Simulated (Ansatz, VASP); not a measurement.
HfN in VASP and in Ansatz

```
CELL_PARAMETERS angstrom
0.04518 2.28159 2.28159
2.28159 0.04518 2.28159
2.28159 2.28159 0.04518
ATOMIC_POSITIONS crystal
Hf 0.00000 0.00000 0.00000
N 0.50000 0.50000 0.50000
```

Change from the starting cell: equal xy, yz and zx shear strains of +2 %, crystal datasets.

Alike in both runs: task electric field gradients; functional PBEsol; k mesh 10 × 10 × 10; occupations fermi-dirac, width 0.01 eV; no spin polarisation.

```csv
,VASP,Ansatz
version,VASP 6.6.1,Ansatz 0.2.0
potentials or method,"VASP PAW PBE potentials, release 64 (Hf_pv, N), cutoff 520 eV","all-electron PAW with datasets made for the crystal, scalar-relativistic"
```

```csv
,VASP,Ansatz,Ansatz less VASP
pressure (GPa),-5.1,-2.9,+2.21
"traceless stress, the component that is largest in VASP (GPa)",-1.99,-2.01,-0.018
size of Vzz on the site where it differs most (V/Å²),15.6,16.8,+1.19
```

VASP's potentials were made for PBE, not for PBEsol. Ansatz ran all-electron here, and VASP with PAW potentials.

Neither program's run includes spin-orbit coupling.
